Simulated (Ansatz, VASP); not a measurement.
**One calculation of BaS, two programs**

INCAR

```
SYSTEM = BaS
ALGO = Normal
EDIFF = 1E-6
ENCUT = 520
GGA = PS
ISIF = 2
ISMEAR = -1
LASPH = .TRUE.
LCHARG = .FALSE.
LREAL = .FALSE.
LWAVE = .FALSE.
NBANDS = 15
NELM = 100
PREC = Accurate
SIGMA = 0.02
```

File KPOINTS:

```
k-points
0
G
  8 8 8
  0 0 0
```

The input POSCAR:

```
BaS
1.0
    0.0000000000      3.1937500000      3.0979375000
    3.1937500000      0.0000000000      3.0979375000
    3.1937500000      3.1937500000      0.0000000000
Ba S
1 1
Direct
    0.0000000000      0.0000000000      0.0000000000
    0.5000000000      0.5000000000      0.5000000000
```

Input for Ansatz:

```yaml
crystal:
  lattice:
    - [0.0, 3.19375, 3.0979375]
    - [3.19375, 0.0, 3.0979375]
    - [3.19375, 3.19375, 0.0]
  atoms:
    - { symbol: Ba, position: [0.0, 0.0, 0.0] }
    - { symbol: S, position: [0.5, 0.5, 0.5] }
kpoints:
  mp_grid: { grid: [8, 8, 8] }
  band_path:
    path:
      - [0.0, 0.0, 0.0]
      - [0.0, 0.5, 0.5]
      - [0.25, 0.75, 0.5]
      - [0.0, 0.5, 0.0]
      - [0.0, 0.0, 0.0]
      - [0.5, 0.5, 0.0]
      - [0.3828515251, 0.6171484749, 0.0]
      - [-0.3828515251, 0.3828515251, 0.0]
      - [0.0, 0.0, 0.0]
    npoints: 5
scf:
  occupations: { method: fermi_dirac, width: 0.02 }
hamiltonian:
  xc: pbesol
  pseudopotentials: { kind: all_electron, lapw: { basis_error: 0.00025 } }
output:
  forces: true
  stress: true
  eigenvalues: true
```

Change from the starting cell: zz strain of -3 %.

Alike in both runs: task single point; functional PBEsol; k mesh 8 × 8 × 8; occupations fermi-dirac, width 0.02 eV; no spin polarisation.

```csv
,VASP,Ansatz
version,VASP 6.6.1,Ansatz 0.2.0
potentials or method,"VASP PAW PBE potentials, release 64 (Ba_sv, S), cutoff 520 eV","all-electron LAPW, scalar-relativistic"
```

Ansatz gave:

- gap on the k mesh at the Fermi level (eV): 1.94
- pressure (GPa): 0.3
- traceless stress, the component that is largest in VASP (GPa): 1.90

**Question.** Estimate VASP's values.

**Answer.** gap on the k mesh at the Fermi level (eV): 1.83; pressure (GPa): 1.0; traceless stress, the component that is largest in VASP (GPa): 2.09.

VASP's potentials were made for PBE, not for PBEsol. Ansatz ran all-electron here, and VASP with PAW potentials.

Neither program's run includes spin-orbit coupling.
